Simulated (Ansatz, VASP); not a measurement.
## PtSe: VASP beside Ansatz

```
CELL_PARAMETERS angstrom
3.70187 0.00000 0.00000
-1.85094 3.20591 0.00000
0.00000 0.00000 3.61284
ATOMIC_POSITIONS crystal
Pt 0.00000 0.00000 0.00000
Se 0.66667 0.33333 0.50000
```

Alike in both runs: task single point; functional HF; k mesh 4 × 4 × 4; occupations fermi-dirac, width 0.05 eV; no spin polarisation.

|  | VASP | Ansatz |
| --- | --- | --- |
| version | VASP 6.6.1 | Ansatz 0.2.0 |
| potentials or method | VASP PAW PBE potentials, release 64 (Pt, Se) | Ansatz PAW |
| plane-wave cutoff (eV) | 520 | 420 |
| valence electrons in the cell | 16 | 34 |

Ansatz gave:

- gap on the k mesh at the Fermi level (eV): none
- pressure (GPa): -9.1
- traceless stress, the component that is largest in VASP (GPa): -3.81

Which values does VASP return?

gap on the k mesh at the Fermi level (eV): none; pressure (GPa): -10.5; traceless stress, the component that is largest in VASP (GPa): -3.75.

VASP's potentials were made for PBE, not for HF. A gap of «none» marks a metal or a gap that the smearing closes. VASP's potentials hold 16 valence electrons a cell and Ansatz's 34, so a difference there can come from the potentials and not from the codes.

The k mesh is coarse, so the values compare programs but aren't converged. Spin-orbit coupling is off throughout.
